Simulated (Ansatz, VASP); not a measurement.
# One calculation of Mg7VO8, two programs

```xyz
16
Lattice="0.0000 4.2136 4.2136 4.2136 0.0000 4.2136 4.2136 4.2136 0.0000" Properties=species:S:1:pos:R:3 pbc="T T T"
V     8.4272    4.2136    4.2136
Mg    2.1068    2.1068    0.0000
Mg    2.1068    0.0000    2.1068
Mg    4.2136    2.1068    2.1068
Mg    0.0000    2.1068    2.1068
Mg    2.1068    4.2136    2.1068
Mg    2.1068    2.1068    4.2136
Mg    4.2136    4.2136    4.2136
O     2.1068    2.1068    2.1068
O     4.2136    4.2136    2.1366
O     4.2136    2.1366    4.2136
O     6.2906    4.2136    4.2136
O     2.1366    4.2136    4.2136
O     4.2136    6.2906    4.2136
O     4.2136    4.2136    6.2906
O     6.3204    6.3204    6.3204
```

Alike in both runs: task single point; functional PBEsol; k mesh 4 × 4 × 4; occupations gaussian, width 0.05 eV; collinear spin.

```csv
,VASP,Ansatz
version,VASP 6.6.1,Ansatz 0.2.0
potentials or method,"VASP PAW PBE potentials, release 64 (V_sv, Mg, O), cutoff 520 eV","scalar-relativistic, plane waves, PAW"
valence electrons in the cell,75,131
```

Ansatz gave:

```
gap on the k mesh at the Fermi level (eV)                     : 0.72
least direct gap on the mesh (eV)                             : 1.20
pressure (GPa)                                                : 0.9
rms of the force components (eV/Å)                            : 0.044
net moment per atom (μB)                                      : 0.19
size of the moment on the site where the two differ most (μB) : 2.12
```

Problem. Which values does VASP return?

Solution. gap on the k mesh at the Fermi level (eV): 0.73; least direct gap on the mesh (eV): 1.21; pressure (GPa): 0.6; rms of the force components (eV/Å): 0.034; net moment per atom (μB): 0.19; size of the moment on the site where the two differ most (μB): 2.54.

VASP's potentials were made for PBE, not for PBEsol. Site moments also hang on the region over which each program counts them. Atom by atom the forces differ by 0.010 eV/Å (rms over components). VASP's potentials hold 75 valence electrons a cell and Ansatz's 131, so a difference there can come from the potentials and not from the codes.
